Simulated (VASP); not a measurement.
# Mg3TiAs3 (Pm-3m) in VASP: a series of runs

The runs below take Mg3TiAs3 through single point, relaxation of cell and atoms, with PBE.

Everything below comes from runs of VASP 6.6.1. Logs are shortened: lines on timing, memory, paths and dates and some standing lists are left out, and cuts for length are marked.

### Step 1. The cell of the first run

Symmetry: Pm-3m, No. 221, cubic system. Conventional cell: a = 5.511 Å, b = 5.511 Å, c = 5.511 Å, α = 90.00°, β = 90.00°, γ = 90.00°. Mg (site symmetry 4/mmm) has 2 Ti at 2.76 Å and 4 As at 2.76 Å within 3.6 Å. Ti (site symmetry m-3m) has 6 Mg at 2.76 Å within 3.6 Å. Within 3.6 Å of As (site symmetry 4/mmm) lie 4 Mg at 2.76 Å.

### Step 2. Single point, PBE

INCAR

```
SYSTEM = Mg3TiAs3
  PREC = Accurate
  ENCUT = 520
  EDIFF = 1E-7
  ISMEAR = 0
  SIGMA = 0.1
  LREAL = .FALSE.
  LASPH = .TRUE.
  NELM = 60
  ALGO = Normal
  ISIF = 2
  LWAVE = .FALSE.
  LCHARG = .FALSE.
  GGA = PE
  NBANDS = 26
```

KPOINTS

```
regular mesh
0
G
  4 4 4
  0 0 0
```

POSCAR

```
Mg3TiAs3
1.0
    5.5110189193      0.0000000000      0.0000000000
    0.0000000000      5.5110189193      0.0000000000
    0.0000000000      0.0000000000      5.5110189193
Mg Ti As
3 1 3
Direct
    0.5000000000      0.5000000000      0.0000000000
    0.0000000000      0.5000000000      0.5000000000
    0.5000000000      0.0000000000      0.5000000000
    0.5000000000      0.5000000000      0.5000000000
    0.5000000000      0.0000000000      0.0000000000
    0.0000000000      0.5000000000      0.0000000000
    0.0000000000      0.0000000000      0.5000000000
```

Potentials or basis: VASP PAW PBE potentials, release 64 (Mg, Ti_sv, As).

Launch:

```sh
> cat potpaw_PBE.64/Mg/POTCAR potpaw_PBE.64/Ti_sv/POTCAR potpaw_PBE.64/As/POTCAR > POTCAR
> mpirun -np 1 vasp_std > vasp.out
```

OUTCAR:

```text
SYSTEM = Mg3TiAs3
   PREC = Accurate
   ENCUT = 520
   EDIFF = 1E-7
   ISMEAR = 0
   LREAL = .FALSE.
   LASPH = .TRUE.
   NELM = 60
   ISIF = 2
   GGA = PE

 ion  position               nearest neighbor table
   1  0.500  0.500  0.000-   4 2.76   5 2.76   6 2.76   4 2.76   5 2.76   6 2.76
   2  0.000  0.500  0.500-   4 2.76   6 2.76   7 2.76   6 2.76   7 2.76   4 2.76
   3  0.500  0.000  0.500-   4 2.76   5 2.76   7 2.76   5 2.76   4 2.76   7 2.76
   4  0.500  0.500  0.500-   1 2.76   2 2.76   3 2.76   1 2.76   3 2.76   2 2.76
   5  0.500  0.000  0.000-   1 2.76   3 2.76   3 2.76   1 2.76
   6  0.000  0.500  0.000-   1 2.76   2 2.76   2 2.76   1 2.76
   7  0.000  0.000  0.500-   2 2.76   3 2.76   2 2.76   3 2.76

  LATTYP: Found a simple cubic cell.
 ALAT       =     5.5110189193

  Lattice vectors:

 A1 = (   5.5110189193,   0.0000000000,   0.0000000000)
 A2 = (   0.0000000000,   5.5110189193,   0.0000000000)
 A3 = (   0.0000000000,   0.0000000000,   5.5110189193)

Analysis of symmetry for initial positions (statically):
=====================================================================
 Subroutine PRICEL returns:
 Original cell was already a primitive cell.

 Routine SETGRP: Setting up the symmetry group for a
 simple cubic supercell.

 Subroutine GETGRP returns: Found 48 space group operations
 (whereof 48 operations were pure point group operations)
 out of a pool of 48 trial point group operations.

The static configuration has the point symmetry O_h .

Analysis of symmetry for dynamics (positions and initial velocities):
=====================================================================
 Subroutine PRICEL returns:
 Original cell was already a primitive cell.

 Routine SETGRP: Setting up the symmetry group for a
 simple cubic supercell.

 Subroutine GETGRP returns: Found 48 space group operations
 (whereof 48 operations were pure point group operations)
 out of a pool of 48 trial point group operations.

The dynamic configuration has the point symmetry O_h .

 Subroutine INISYM returns: Found 48 space group operations
 (whereof 48 operations are pure point group operations),
 and found     1 'primitive' translations

----------------------------------------------------------------------------------------

                                     Primitive cell

  volume of cell :     167.3770

  direct lattice vectors                    reciprocal lattice vectors
     5.511018919  0.000000000  0.000000000     0.181454648  0.000000000  0.000000000
     0.000000000  5.511018919  0.000000000     0.000000000  0.181454648  0.000000000
     0.000000000  0.000000000  5.511018919     0.000000000  0.000000000  0.181454648

  length of vectors
     5.511018919  5.511018919  5.511018919     0.181454648  0.181454648  0.181454648

  position of ions in fractional coordinates (direct lattice)
     0.500000000  0.500000000  0.000000000
     0.000000000  0.500000000  0.500000000
     0.500000000  0.000000000  0.500000000
     0.500000000  0.500000000  0.500000000
     0.500000000  0.000000000  0.000000000
     0.000000000  0.500000000  0.000000000
     0.000000000  0.000000000  0.500000000

  ion indices of the primitive-cell ions
   primitive index   ion index
                 1           1
                 2           2
                 3           3
                 4           4
                 5           5
                 6           6
                 7           7

----------------------------------------------------------------------------------------

 KPOINTS: regular mesh

Automatic generation of k-mesh.
 Grid dimensions read from file:
 generate k-points for:    4    4    4

 Generating k-lattice:

  Cartesian coordinates                     Fractional coordinates (reciprocal lattice)
     0.045363662  0.000000000  0.000000000     0.250000000  0.000000000  0.000000000
     0.000000000  0.045363662  0.000000000     0.000000000  0.250000000  0.000000000
     0.000000000  0.000000000  0.045363662     0.000000000  0.000000000  0.250000000

  Length of vectors
     0.045363662  0.045363662  0.045363662

  Shift w.r.t. Gamma in fractional coordinates (k-lattice)
     0.000000000  0.000000000  0.000000000

 Subroutine IBZKPT returns following result:
 ===========================================

 Found     10 irreducible k-points:

 Following reciprocal coordinates:
            Coordinates               Weight
  0.000000  0.000000  0.000000      1.000000
  0.250000  0.000000  0.000000      6.000000
  0.500000  0.000000  0.000000      3.000000
  0.250000  0.250000  0.000000     12.000000
  0.500000  0.250000  0.000000     12.000000
  0.500000  0.500000  0.000000      3.000000
  0.250000  0.250000  0.250000      8.000000
  0.500000  0.250000  0.250000     12.000000
  0.500000  0.500000  0.250000      6.000000
  0.500000  0.500000  0.500000      1.000000
   k-points           NKPTS =     10   k-points in BZ     NKDIM =     10   number of bands    NBANDS=     26
   number of dos      NEDOS =    301   number of ions     NIONS =      7
   total plane-waves  NPLWV =  74088
   dimension x,y,z NGX =    42 NGY =   42 NGZ =   42
   dimension x,y,z NGXF=    84 NGYF=   84 NGZF=   84
   ions per type =               3   1   3
   NGX,Y,Z   is equivalent  to a cutoff of  12.67, 12.67, 12.67 a.u.
   NGXF,Y,Z  is equivalent  to a cutoff of  25.34, 25.34, 25.34 a.u.
 SYSTEM =  Mg3TiAs3
   PREC   = accura    normal or accurate (medium, high low for compatibility)
   ISTART =      0    job   : 0-new  1-cont  2-samecut
   ICHARG =      2    charge: 1-file 2-atom 10-const
   ISPIN  =      1    spin polarized calculation?
   LNONCOLLINEAR =      F non collinear calculations
   LSORBIT =      F    spin-orbit coupling
   LASPH  =      T    aspherical Exc in radial PAW
   ENCUT  =  520.0 eV  38.22 Ry    6.18 a.u.  10.25 10.25 10.25*2*pi/ulx,y,z
   NELM   =     60;   NELMIN=  2; NELMDL= -5     # of ELM steps
   EDIFF  = 0.1E-06   stopping-criterion for ELM
   LREAL  =      F    real-space projection
   EDIFFG = 0.1E-05   stopping-criterion for IOM
   NSW    =      0    number of steps for IOM
   IBRION =     -1    ionic relax: 0-MD 1-quasi-New 2-CG
   NFREE  =      0    steps in history (QN), initial steepest desc. (CG)
   ISIF   =      2    stress and relaxation
   ISYM   =      2    0-nonsym 1-usesym 2-fastsym
   POTIM  = 0.5000    time-step for ionic-motion
   TEBEG  =    0.0;   TEEND  =   0.0 temperature during run
   PSTRESS=    0.0 pullay stress
   NELECT =      33.0000    total number of electrons
   NUPDOWN=      -1.0000    fix difference up-down
   EMIN   =  10.00;   EMAX   =-10.00  energy-range for DOS
   EFERMI =   0.00;   METHOD = LEGACY
   ISMEAR =     0;   SIGMA  =   0.10  broadening in eV -4-tet -1-fermi 0-gaus
   EFERMI_NEDOS =   21; number of points for ismear=-14 and -15
   IALGO  =     38    algorithm
   IMIX   =      4    mixing-type and parameters
     AMIX     =   0.40;   BMIX     =  1.00
     AMIX_MAG =   1.60;   BMIX_MAG =  1.00
  volume/ion in A,a.u.               =      23.91       161.36
  Fermi-wavevector in a.u.,A,eV,Ry     =   0.952827  1.800583 12.352458  0.907880
  Thomas-Fermi vector in A             =   2.081426
   LORBIT       =      0    0 simple, 1 ext, 2 COOP (PROOUT), +10 PAW based schemes
   GGA     = PE    functional components
   LHFCALC =     F    Hartree Fock is set to
   AEXX    =    0.0000 exact exchange contribution
   IVDW    =     0    specifies the selected vdW correction
   LEPSILON=     F    determine dielectric tensor
   LRPA    =     F    only Hartree local field effects (RPA)
 non-spin polarized calculation
 Gauss-broadening in eV      SIGMA  =   0.10
  energy-cutoff  :      520.00
  volume of cell :      167.38
 maximum number of plane-waves:      4632
 NGX is ok and might be reduce to    42
   NGX = 21   NGY = 21   NGZ = 21

 number of electron      32.9999987 magnetization

 Free energy of the ion-electron system (eV)
  ---------------------------------------------------
  ext. energy  EPLUGINS =         0.00000000
  ---------------------------------------------------
  free energy    TOTEN  =       -22.03563890 eV

  energy without entropy =      -21.98953060  energy(sigma->0) =      -22.01258475

 E-fermi :   3.2223     XC(G=0):  -9.0184

 val. band max:        3.1956187208   @ k =   0.2500   0.2500   0.0000
 cond. band min:       3.2308815329   @ k =   0.2500   0.0000   0.0000
 fundamental gap:      0.0352628121
 Fermi energy:         3.2223082285

 k-point     1 :       0.0000    0.0000    0.0000
  band No.  band energies     occupation
      1     -53.8763      2.00000
      2     -30.1786      2.00000
      3     -30.1786      2.00000
      4     -30.1786      2.00000
      5      -8.0497      2.00000
      6      -6.6348      2.00000
[... 18 lines left out ...]
     25       6.8875      0.00000
     26       6.8875      0.00000

 k-point     2 :       0.2500    0.0000    0.0000
  band No.  band energies     occupation
      1     -53.8763      2.00000
      2     -30.1791      2.00000
      3     -30.1786      2.00000
      4     -30.1786      2.00000
      5      -7.8822      2.00000
      6      -6.8550      2.00000
[... 18 lines left out ...]
     25       6.1823      0.00000
     26       7.0097      0.00000

 k-point     3 :       0.5000    0.0000    0.0000
  band No.  band energies     occupation
      1     -53.8763      2.00000
      2     -30.1795      2.00000
      3     -30.1786      2.00000
      4     -30.1786      2.00000
      5      -7.5679      2.00000
      6      -7.2223      2.00000
[... 18 lines left out ...]
     25       5.4489      0.00000
     26       7.9935      0.00000

 k-point     4 :       0.2500    0.2500    0.0000
  band No.  band energies     occupation
      1     -53.8763      2.00000
      2     -30.1791      2.00000
      3     -30.1791      2.00000
      4     -30.1786      2.00000
      5      -7.7267      2.00000
      6      -6.8879      2.00000
[... 18 lines left out ...]
     25       5.9990      0.00000
     26       7.1346      0.00000

 k-point     5 :       0.5000    0.2500    0.0000
  band No.  band energies     occupation
      1     -53.8762      2.00000
      2     -30.1795      2.00000
      3     -30.1791      2.00000
      4     -30.1786      2.00000
      5      -7.4303      2.00000
      6      -7.1661      2.00000
[... 18 lines left out ...]
     25       5.8873      0.00000
     26       8.1318      0.00000

 k-point     6 :       0.5000    0.5000    0.0000
  band No.  band energies     occupation
      1     -53.8762      2.00000
      2     -30.1795      2.00000
      3     -30.1795      2.00000
      4     -30.1786      2.00000
      5      -7.1065      2.00000
      6      -7.1065      2.00000
[... 18 lines left out ...]
     25       5.9906      0.00000
     26       7.8364      0.00000

 k-point     7 :       0.2500    0.2500    0.2500
  band No.  band energies     occupation
      1     -53.8762      2.00000
      2     -30.1791      2.00000
      3     -30.1791      2.00000
      4     -30.1791      2.00000
      5      -7.5863      2.00000
      6      -6.8493      2.00000
[... 18 lines left out ...]
     25       6.0949      0.00000
     26       7.7346      0.00000

 k-point     8 :       0.5000    0.2500    0.2500
  band No.  band energies     occupation
      1     -53.8762      2.00000
      2     -30.1795      2.00000
      3     -30.1791      2.00000
      4     -30.1791      2.00000
      5      -7.3177      2.00000
      6      -7.1164      2.00000
[... 18 lines left out ...]
     25       6.4206      0.00000
     26       8.2369      0.00000

 k-point     9 :       0.5000    0.5000    0.2500
  band No.  band energies     occupation
      1     -53.8762      2.00000
      2     -30.1795      2.00000
      3     -30.1795      2.00000
      4     -30.1791      2.00000
      5      -7.0642      2.00000
      6      -7.0642      2.00000
[... 18 lines left out ...]
     25       6.4657      0.00000
     26       8.1360      0.00000

 k-point    10 :       0.5000    0.5000    0.5000
  band No.  band energies     occupation
      1     -53.8762      2.00000
      2     -30.1796      2.00000
      3     -30.1796      2.00000
      4     -30.1795      2.00000
      5      -7.0201      2.00000
      6      -7.0201      2.00000
[... 18 lines left out ...]
     25       7.3592      0.00000
     26       8.3632      0.00000

------------------------ aborting loop because EDIFF is reached ----------------------------------------

  FORCE on cell =-STRESS in cart. coord.  units (eV):
  Direction    XX          YY          ZZ          XY          YZ          ZX
  --------------------------------------------------------------------------------------
  -------------------------------------------------------------------------------------
  Total       -0.0270432     -0.0270432     -0.0270432      0.0000000      0.0000000     -0.0000000
  in kB       -0.2588651     -0.2588651     -0.2588651      0.0000000      0.0000000     -0.0000000
  external PRESSURE =      -0.2588651 kB  Pullay stress =       0.0000000 kB

 VOLUME and BASIS-vectors are now :
 -----------------------------------------------------------------------------
  energy-cutoff  :      520.00
  volume of cell :      167.38
      direct lattice vectors                 reciprocal lattice vectors
     5.511018919  0.000000000  0.000000000     0.181454648  0.000000000  0.000000000
     0.000000000  5.511018919  0.000000000     0.000000000  0.181454648  0.000000000
     0.000000000  0.000000000  5.511018919     0.000000000  0.000000000  0.181454648

 POSITION                                       TOTAL-FORCE (eV/Angst)
 -----------------------------------------------------------------------------------
      2.75551      2.75551      0.00000         0.000000      0.000000      0.000000
      0.00000      2.75551      2.75551         0.000000      0.000000      0.000000
      2.75551      0.00000      2.75551         0.000000      0.000000      0.000000
      2.75551      2.75551      2.75551         0.000000      0.000000      0.000000
      2.75551      0.00000      0.00000         0.000000      0.000000      0.000000
      0.00000      2.75551      0.00000         0.000000      0.000000      0.000000
      0.00000      0.00000      2.75551         0.000000      0.000000      0.000000
 -----------------------------------------------------------------------------------
    total drift:                                0.000000      0.000000     -0.000000

  FREE ENERGIE OF THE ION-ELECTRON SYSTEM (eV)
  ---------------------------------------------------
  free  energy   TOTEN  =       -22.0356388982 eV

  energy  without entropy=      -21.9895306021  energy(sigma->0) =      -22.01258475
```

Wall time 38 s (1 thread of Intel Xeon Platinum 8488C (Sapphire Rapids), shared host); peak memory 0.28 GiB.

What came out:

```
Free energy : -22.0356 eV
Pressure    : 0.0 GPa
```

(Continued in part 2 of 2.)
